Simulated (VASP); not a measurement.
Write the native input for VASP 6.6.1 that does the following.

```
Task                   : single point
Functional             : LDA
Potentials or basis    : VASP PAW LDA potentials, release 64 (Ge_d)
Cutoff                 : 520 eV
k mesh                 : 11 × 11 × 11
Occupations            : fermi-dirac, width 0.05 eV
Spin                   : no spin polarisation
Dipole correction      : no
Further INCAR settings : ALGO = Normal; EDIFF = 1e-06; NBANDS = 21
```

The structure of Ge lies in POSCAR:

```
Ge
1.0
   -2.4791465020      2.6330714371      1.4273027698
    2.4791465020     -2.6330714371      1.4273027698
    2.4791465020      2.6330714371     -1.4273027698
Ge
2
Direct
    0.3140570000      0.0640570000      0.2500000000
    0.6859430000      0.9359430000      0.7500000000
```

One way to write it, as run:

INCAR

```
SYSTEM = Ge
PREC = Accurate
ENCUT = 520
EDIFF = 1E-6
ISMEAR = -1
SIGMA = 0.05
LREAL = .FALSE.
LASPH = .TRUE.
NELM = 60
ALGO = Normal
ISIF = 2
LWAVE = .FALSE.
LCHARG = .FALSE.
NBANDS = 21
```

KPOINTS

```
Automatic mesh
0
G
  11 11 11
  0 0 0
```

Potentials or basis: VASP PAW LDA potentials, release 64 (Ge_d).

Run with:

```sh
$ cat potpaw_LDA.64/Ge_d/POTCAR > POTCAR
$ mpirun -np 1 vasp_std > vasp.out
```

It gave:

- Pressure: -2.9 GPa
- Largest force: 0.067 eV/Å
- Band gap on the k mesh: zero (band 14 reaches 8.58 eV, above the bottom of band 15 at 3.29 eV)

Wall time 62 s on 1 thread of Intel(R) Xeon(R) Platinum 8559C (Emerald Rapids), with other jobs on the host, peak memory 0.25 GiB.
